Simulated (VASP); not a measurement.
# HgTe (Fm-3m) in VASP: further runs

The runs below take HgTe through single point, relaxation of cell and atoms, with LDA.

Everything below comes from runs of VASP 6.6.1. Logs are shortened: lines on timing, memory, paths and dates and some standing lists are left out, and cuts for length are marked.

**1. The cell of the first run**

It takes space group Fm-3m (No. 225, cubic). The conventional cell has a = 5.945 Å, b = 5.945 Å, c = 5.945 Å, α = 90.00°, β = 90.00°, γ = 90.00°. Hg (site symmetry m-3m) has 6 Te at 2.97 Å within 3.9 Å. Within 3.9 Å of Te (site symmetry m-3m) lie 6 Hg at 2.97 Å.

**2. Single point, LDA**

Contents of INCAR:

```
PREC     = Accurate       # precision mode
ENCUT    = 520            # plane-wave cutoff, eV
EDIFF    = 1E-6           # SCF threshold, eV
ISMEAR   = 0              # smearing method
SIGMA    = 0.1            # smearing width, eV
LREAL    = F              # projectors in reciprocal space
LASPH    = T              # aspherical terms in the spheres
NELM     = 80             # most SCF steps
ALGO     = Normal         # electronic algorithm
ISIF     = 2              # what is computed and relaxed
LWAVE    = F              # write WAVECAR
LCHARG   = F              # write CHGCAR
NBANDS   = 16             # bands
```

Contents of KPOINTS:

```
Automatic mesh
0
Gamma
  12 12 12
```

Contents of POSCAR:

```
HgTe
1.0
    0.0000000000      2.9724845924      2.9724845924
    2.9724845924      0.0000000000      2.9724845924
    2.9724845924      2.9724845924      0.0000000000
Hg Te
1 1
Direct
    0.0000000000      0.0000000000      0.0000000000
    0.5000000000      0.5000000000      0.5000000000
```

Potentials or basis: VASP PAW LDA potentials, release 64 (Hg, Te).

On the command line:

```
cat potpaw_LDA.64/Hg/POTCAR potpaw_LDA.64/Te/POTCAR > POTCAR
mpirun -np 1 vasp_std > vasp.out
```

OUTCAR:

```text
PREC = Accurate
   ENCUT = 520
   EDIFF = 1E-6
   ISMEAR = 0
   LREAL = F
   LASPH = T
   NELM = 80
   ISIF = 2

 ion  position               nearest neighbor table
   1  0.000  0.000  0.000-   2 2.97   2 2.97   2 2.97   2 2.97   2 2.97   2 2.97
   2  0.500  0.500  0.500-   1 2.97   1 2.97   1 2.97   1 2.97   1 2.97   1 2.97

  LATTYP: Found a face centered cubic cell.
 ALAT       =     5.9449691848

  Lattice vectors:

 A1 = (   0.0000000000,   2.9724845924,   2.9724845924)
 A2 = (   2.9724845924,   0.0000000000,   2.9724845924)
 A3 = (   2.9724845924,   2.9724845924,   0.0000000000)

Analysis of symmetry for initial positions (statically):
=====================================================================
 Subroutine PRICEL returns:
 Original cell was already a primitive cell.

 Routine SETGRP: Setting up the symmetry group for a
 face centered cubic supercell.

 Subroutine GETGRP returns: Found 48 space group operations
 (whereof 48 operations were pure point group operations)
 out of a pool of 48 trial point group operations.

The static configuration has the point symmetry O_h .

Analysis of symmetry for dynamics (positions and initial velocities):
=====================================================================
 Subroutine PRICEL returns:
 Original cell was already a primitive cell.

 Routine SETGRP: Setting up the symmetry group for a
 face centered cubic supercell.

 Subroutine GETGRP returns: Found 48 space group operations
 (whereof 48 operations were pure point group operations)
 out of a pool of 48 trial point group operations.

The dynamic configuration has the point symmetry O_h .

 Subroutine INISYM returns: Found 48 space group operations
 (whereof 48 operations are pure point group operations),
 and found     1 'primitive' translations

----------------------------------------------------------------------------------------

                                     Primitive cell

  volume of cell :      52.5278

  direct lattice vectors                    reciprocal lattice vectors
     0.000000000  2.972484592  2.972484592    -0.168209451  0.168209451  0.168209451
     2.972484592  0.000000000  2.972484592     0.168209451 -0.168209451  0.168209451
     2.972484592  2.972484592  0.000000000     0.168209451  0.168209451 -0.168209451

  length of vectors
     4.203728025  4.203728025  4.203728025     0.291347315  0.291347315  0.291347315

[... 79 lines left out ...]
   NELM   =     80;   NELMIN=  2; NELMDL= -5     # of ELM steps
   EDIFF  = 0.1E-05   stopping-criterion for ELM
   LREAL  =      F    real-space projection
   EDIFFG = 0.1E-04   stopping-criterion for IOM
   NSW    =      0    number of steps for IOM
   IBRION =     -1    ionic relax: 0-MD 1-quasi-New 2-CG
   NFREE  =      0    steps in history (QN), initial steepest desc. (CG)
   ISIF   =      2    stress and relaxation
   ISYM   =      2    0-nonsym 1-usesym 2-fastsym
   POTIM  = 0.5000    time-step for ionic-motion
   TEBEG  =    0.0;   TEEND  =   0.0 temperature during run
   PSTRESS=    0.0 pullay stress
   NELECT =      18.0000    total number of electrons
   NUPDOWN=      -1.0000    fix difference up-down
   EMIN   =  10.00;   EMAX   =-10.00  energy-range for DOS
   EFERMI =   0.00;   METHOD = LEGACY
   ISMEAR =     0;   SIGMA  =   0.10  broadening in eV -4-tet -1-fermi 0-gaus
   EFERMI_NEDOS =   21; number of points for ismear=-14 and -15
   IALGO  =     38    algorithm
   IMIX   =      4    mixing-type and parameters
     AMIX     =   0.40;   BMIX     =  1.00
     AMIX_MAG =   1.60;   BMIX_MAG =  1.00
  volume/ion in A,a.u.               =      26.26       177.24
  Fermi-wavevector in a.u.,A,eV,Ry     =   1.145608  2.164885 17.856528  1.312418
  Thomas-Fermi vector in A             =   2.282296
   LORBIT       =      0    0 simple, 1 ext, 2 COOP (PROOUT), +10 PAW based schemes
   GGA     = CA    functional components
   LHFCALC =     F    Hartree Fock is set to
   AEXX    =    0.0000 exact exchange contribution
   IVDW    =     0    specifies the selected vdW correction
   LEPSILON=     F    determine dielectric tensor
   LRPA    =     F    only Hartree local field effects (RPA)
 non-spin polarized calculation
 Gauss-broadening in eV      SIGMA  =   0.10
  energy-cutoff  :      520.00
  volume of cell :       52.53
 maximum number of plane-waves:      1428
   NGX = 15   NGY = 15   NGZ = 15

 number of electron      17.9999998 magnetization

 Free energy of the ion-electron system (eV)
  ---------------------------------------------------
  ext. energy  EPLUGINS =         0.00000000
  ---------------------------------------------------
  free energy    TOTEN  =        -4.91061285 eV

  energy without entropy =       -4.90464657  energy(sigma->0) =       -4.90762971

 E-fermi :   5.0906     XC(G=0): -10.5027

 val. band max:        5.0393047121   @ k =   0.4167   0.1667   0.0833
 cond. band min:       5.0929302727   @ k =   0.4167   0.2500   0.0000
 fundamental gap:      0.0536255606
 Fermi energy:         5.0905972136

 k-point     1 :       0.0000    0.0000    0.0000
  band No.  band energies     occupation
      1      -7.5099      2.00000
      2      -1.8964      2.00000
      3      -1.8964      2.00000
      4      -1.8300      2.00000
      5      -1.8300      2.00000
      6      -1.8300      2.00000
[... 433 lines left out ...]
      3      -2.2575      2.00000
      4      -2.0535      2.00000
      5      -1.6199      2.00000
      6      -1.5913      2.00000
[... 8 lines left out ...]
     15      15.3839      0.00000
     16      16.0166      0.00000

 [... further k-points ...]

------------------------ aborting loop because EDIFF is reached ----------------------------------------

  FORCE on cell =-STRESS in cart. coord.  units (eV):
  Direction    XX          YY          ZZ          XY          YZ          ZX
  --------------------------------------------------------------------------------------
  -------------------------------------------------------------------------------------
  Total        0.1430020      0.1430020      0.1430020      0.0000000     -0.0000000      0.0000000
  in kB        4.3617822      4.3617822      4.3617822      0.0000000     -0.0000000      0.0000000
  external PRESSURE =       4.3617822 kB  Pullay stress =       0.0000000 kB

 VOLUME and BASIS-vectors are now :
 -----------------------------------------------------------------------------
  energy-cutoff  :      520.00
  volume of cell :       52.53
      direct lattice vectors                 reciprocal lattice vectors
     0.000000000  2.972484592  2.972484592    -0.168209451  0.168209451  0.168209451
     2.972484592  0.000000000  2.972484592     0.168209451 -0.168209451  0.168209451
     2.972484592  2.972484592  0.000000000     0.168209451  0.168209451 -0.168209451

 POSITION                                       TOTAL-FORCE (eV/Angst)
 -----------------------------------------------------------------------------------
      0.00000      0.00000      0.00000        -0.000000      0.000000     -0.000000
      2.97248      2.97248      2.97248         0.000000     -0.000000      0.000000
 -----------------------------------------------------------------------------------
    total drift:                                0.000000     -0.000000     -0.000000

  FREE ENERGIE OF THE ION-ELECTRON SYSTEM (eV)
  ---------------------------------------------------
  free  energy   TOTEN  =        -4.9106128460 eV

  energy  without entropy=       -4.9046465732  energy(sigma->0) =       -4.90762971
```

OSZICAR:

```text
N       E                     dE             d eps       ncg     rms          rms(c)
DAV:   1     0.104328000034E+03    0.10433E+03   -0.83905E+03  2328   0.101E+03
DAV:   2    -0.175451358775E+01   -0.10608E+03   -0.98525E+02  2736   0.234E+02
DAV:   3    -0.511173453060E+01   -0.33572E+01   -0.33440E+01  2904   0.427E+01
DAV:   4    -0.513574096261E+01   -0.24006E-01   -0.24005E-01  3016   0.346E+00
DAV:   5    -0.513608060518E+01   -0.33964E-03   -0.33964E-03  3016   0.348E-01    0.867E+00
DAV:   6    -0.492283894165E+01    0.21324E+00   -0.42056E-01  2848   0.881E+00    0.660E+00
DAV:   7    -0.491310668762E+01    0.97323E-02   -0.69663E-02  2848   0.186E+00    0.222E+00
DAV:   8    -0.491088522861E+01    0.22215E-02   -0.71465E-03  2592   0.100E+00    0.497E-01
DAV:   9    -0.491061156358E+01    0.27367E-03   -0.48398E-04  3016   0.242E-01    0.575E-02
DAV:  10    -0.491061195079E+01   -0.38720E-06   -0.40402E-05  2728   0.572E-02    0.347E-02
DAV:  11    -0.491061284599E+01   -0.89520E-06   -0.38814E-06  2976   0.120E-02
   1 F= -.49106128E+01 E0= -.49076297E+01  d E =-.596627E-02
```

stdout:

```text
POSCAR found type information on POSCAR HgTe
 POSCAR found :  2 types and       2 ions
 scaLAPACK will be used
 LDA part: xc-table for (Slater(with rela. corr.)+CA(PZ))
 , standard interpolation
 POSCAR, INCAR and KPOINTS ok, starting setup
 FFT: planning ... GRIDC
 FFT: planning ... GRID_SOFT
 FFT: planning ... GRID
 WAVECAR not read
 entering main loop
```

Run time: 31 s. Hardware: 1 thread of Intel Xeon Platinum 8259CL at 2.50GHz (Skylake/Cascade Lake), shared host; peak memory 0.2 GiB.

Results:

```
Free energy            : -4.9106 eV
Pressure               : 0.4 GPa
Band gap on the k mesh : zero (band 9 reaches 5.49 eV, above the bottom of band 10 at 2.54 eV)
```

Caveat: spin-orbit coupling is left out, which moves the levels of the heavy elements.

**3. Relaxation of cell and atoms, LDA**

This run uses another cell than the first one, of 27.54 Å³/atom, 1.049 times its volume.

Contents of INCAR:

```
ALGO = Normal
EDIFF = 1E-7
EDIFFG = -0.005
ENCUT = 600
GGA = CA
IBRION = 2
ISIF = 3
ISMEAR = 0
LASPH = True
LCHARG = False
LREAL = False
LWAVE = False
NELM = 60
NSW = 70
PREC = Accurate
SIGMA = 0.1
```

Contents of KPOINTS:

```
k-points
0
Gamma
  12 12 12
```

Contents of POSCAR:

```
HgTe
1.0
    0.0000000000      3.0198426119      3.0198426119
    3.0198426119      0.0000000000      3.0198426119
    3.0198426119      3.0198426119      0.0000000000
Hg Te
1 1
Direct
    0.0000000000      0.0000000000      0.0000000000
    0.5000000000      0.5000000000      0.5000000000
```

Potentials or basis: VASP PAW LDA potentials, release 64 (Hg, Te).

On the command line:

```
cat potpaw_LDA.64/Hg/POTCAR potpaw_LDA.64/Te/POTCAR > POTCAR
mpirun -np 1 vasp_std > vasp.out
```

OUTCAR:

```text
EDIFF = 1E-7
   EDIFFG = -0.005
   ENCUT = 600
   GGA = CA
   IBRION = 2
   ISIF = 3
   ISMEAR = 0
   LASPH = True
   LREAL = False
   NELM = 60
   NSW = 70
   PREC = Accurate

 ion  position               nearest neighbor table
   1  0.000  0.000  0.000-   2 3.02   2 3.02   2 3.02   2 3.02   2 3.02   2 3.02
   2  0.500  0.500  0.500-   1 3.02   1 3.02   1 3.02   1 3.02   1 3.02   1 3.02

  LATTYP: Found a face centered cubic cell.
 ALAT       =     6.0396852238

  Lattice vectors:

 A1 = (   0.0000000000,   3.0198426119,   3.0198426119)
 A2 = (   3.0198426119,   0.0000000000,   3.0198426119)
 A3 = (   3.0198426119,   3.0198426119,   0.0000000000)

Analysis of symmetry for initial positions (statically):
=====================================================================
 Subroutine PRICEL returns:
 Original cell was already a primitive cell.

 Routine SETGRP: Setting up the symmetry group for a
 face centered cubic supercell.

[... 223 lines left out ...]
      9       4.4435      2.00000
     10       4.6103      2.00000
     11      12.9621      0.00000
     12      12.9621      0.00000
     13      12.9621      0.00000
[... 403 lines left out ...]
--------------------------------------- Ionic step        3  -------------------------------------------

 number of electron      18.0000001 magnetization

 Free energy of the ion-electron system (eV)
  ---------------------------------------------------
  ext. energy  EPLUGINS =         0.00000000
  ---------------------------------------------------
  free energy    TOTEN  =        -4.91137067 eV

  energy without entropy =       -4.90542718  energy(sigma->0) =       -4.90839893

 E-fermi :   5.0040     XC(G=0): -10.4693

 val. band max:        4.9517100097   @ k =  -0.1667   0.2500   0.0833
 cond. band min:       5.0107915110   @ k =   0.4167   0.2500   0.0000
 fundamental gap:      0.0590815014
 Fermi energy:         5.0040101942

 k-point     1 :       0.0000    0.0000    0.0000
  band No.  band energies     occupation
      1      -7.5409      2.00000
      2      -1.9534      2.00000
      3      -1.9534      2.00000
      4      -1.8872      2.00000
      5      -1.8872      2.00000
      6      -1.8872      2.00000
      7       4.2331      2.00000
      8       4.2331      2.00000
      9       4.2331      2.00000
     10       4.2726      2.00000
     11      12.7052      0.00000
     12      12.7052      0.00000
     13      12.7052      0.00000
[... 397 lines left out ...]
  FREE ENERGIE OF THE ION-ELECTRON SYSTEM (eV)
  ---------------------------------------------------
  free  energy   TOTEN  =        -4.9113706695 eV

  energy  without entropy=       -4.9054271829  energy(sigma->0) =       -4.90839893

 reached required accuracy - stopping structural energy minimisation
```

OSZICAR:

```text
N       E                     dE             d eps       ncg     rms          rms(c)
[... 28 lines left out ...]
DAV:   2    -0.491766995013E+01    0.54214E-01   -0.14135E-01  1937   0.572E+00    0.693E-01
DAV:   3    -0.491232375011E+01    0.53462E-02   -0.13402E-02  1987   0.122E+00    0.633E-01
DAV:   4    -0.491143851269E+01    0.88524E-03   -0.17044E-03  1912   0.308E-01    0.128E-01
DAV:   5    -0.491137780806E+01    0.60705E-04   -0.17869E-04  1962   0.174E-01    0.101E-01
DAV:   6    -0.491137427439E+01    0.35337E-05   -0.37868E-05  1932   0.558E-02    0.337E-02
DAV:   7    -0.491137049107E+01    0.37833E-05   -0.14224E-05  2187   0.523E-02    0.580E-03
DAV:   8    -0.491137068681E+01   -0.19574E-06   -0.14921E-06  1927   0.105E-02    0.238E-03
DAV:   9    -0.491137066946E+01    0.17349E-07   -0.10399E-07   971   0.332E-03
   3 F= -.49113707E+01 E0= -.49083989E+01  d E =-.169072E-01
```

CONTCAR:

```text
HgTe
   1.00000000000000
     0.0000000000000000    2.9795008245567431    2.9795008245567431
     2.9795008245567431    0.0000000000000000    2.9795008245567431
     2.9795008245567431    2.9795008245567431    0.0000000000000000
  Hg              Te
     1     1
Direct
     0.0000000000000000    0.0000000000000000    0.0000000000000000
     0.5000000000000000    0.5000000000000000    0.5000000000000000

  0.00000000E+00  0.00000000E+00  0.00000000E+00
  0.00000000E+00  0.00000000E+00  0.00000000E+00
```

Wall time 1.8 min (1 thread of Intel Xeon Platinum 8259CL at 2.50GHz (Skylake/Cascade Lake), shared host); peak memory 0.22 GiB.

Results:

```yaml
Free_energy: -4.9114 eV
Relaxed_volume: 26.45 Å³/atom
Relaxed_cell: a = 4.214 Å, b = 4.214 Å, c = 4.214 Å, α = 60.00°, β = 60.00°, γ = 60.00°
Space_group_after_relaxing_to_0.05_Å: Fm-3m (No. 225)
Energy_gained_by_relaxing: 8.5 meV/atom
Ionic_steps: 3
Pressure_after_relaxing: 0.0 GPa
Band_gap_on_the_k_mesh: zero (band 9 reaches 5.40 eV, above the bottom of band 10 at 2.48 eV)
```

The path:
```tsv
step	energy change (eV)	largest force (eV/Å)	pressure (GPa)	volume (Å³)
1	0.0000	0.0000	-2.39	55.08
2	-0.0127	0.0000	1.35	51.87
3	-0.0169	0.0000	0.00	52.90
```

Final structure:
```xyz
2
Lattice="0.0000 2.9795 2.9795 2.9795 0.0000 2.9795 2.9795 2.9795 0.0000" Properties=species:S:1:pos:R:3 pbc="T T T"
Hg    0.0000    0.0000    0.0000
Te    2.9795    2.9795    2.9795
```

Caveat: spin-orbit coupling is left out, which moves the levels of the heavy elements.
